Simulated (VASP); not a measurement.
Write the native input for VASP 6.6.1 that does the following.

- Task: single point
- Functional: PBEsol
- Potentials or basis: VASP PAW PBE potentials, release 64 (Pb_d)
- Cutoff: 520 eV
- k mesh: 15 × 15 × 4
- Occupations: gaussian, width 0.1 eV
- Spin: no spin polarisation
- Dipole correction: no
- Further INCAR settings: ALGO = Fast; EDIFF = 1e-06; NBANDS = 43

The structure of Pb lies in POSCAR:

```
Pb
1.0
    3.4833439348      0.0000000000      0.0000000000
   -1.7416719674      3.0166643377      0.0000000000
    0.0000000000      0.0000000000     14.2838677152
Pb
5
Direct
    0.0000000000      0.0000000000     -0.0004502022
    0.3333333333      0.6666666667      0.1991270786
    0.0000000000      0.0000000000      0.4008729214
    0.3333333333      0.6666666667      0.6004502022
    0.6666666667      0.3333333333      0.8000000000
```

The input as run:

INCAR

```
SYSTEM = Pb
  PREC = Accurate
  ENCUT = 520
  EDIFF = 1E-6
  ISMEAR = 0
  SIGMA = 0.1
  LREAL = .False.
  LASPH = .True.
  NELM = 60
  ALGO = Fast
  ISIF = 2
  LWAVE = .False.
  LCHARG = .False.
  GGA = PS
  NBANDS = 43
```

KPOINTS

```
Automatic mesh
0
Gamma
  15 15 4
  0 0 0
```

Potentials or basis: VASP PAW PBE potentials, release 64 (Pb_d).

Command:

```sh
$ cat potpaw_PBE.64/Pb_d/POTCAR > POTCAR
$ mpirun -np 1 vasp_std > vasp.out
```

Results of the run:

The pressure is -0.1 GPa and the band gap on the k mesh is zero (bands 35 and 36 overlap by 7.56 eV).

Caveat: the PAW data sets were made with another functional, which shifts forces and pressure a little; spin-orbit coupling is left out, which moves the levels of the heavy elements.

Wall time 5.1 min on 1 thread of Intel(R) Xeon(R) 6975P-C (Granite Rapids), with other jobs on the host, peak memory 0.57 GiB.
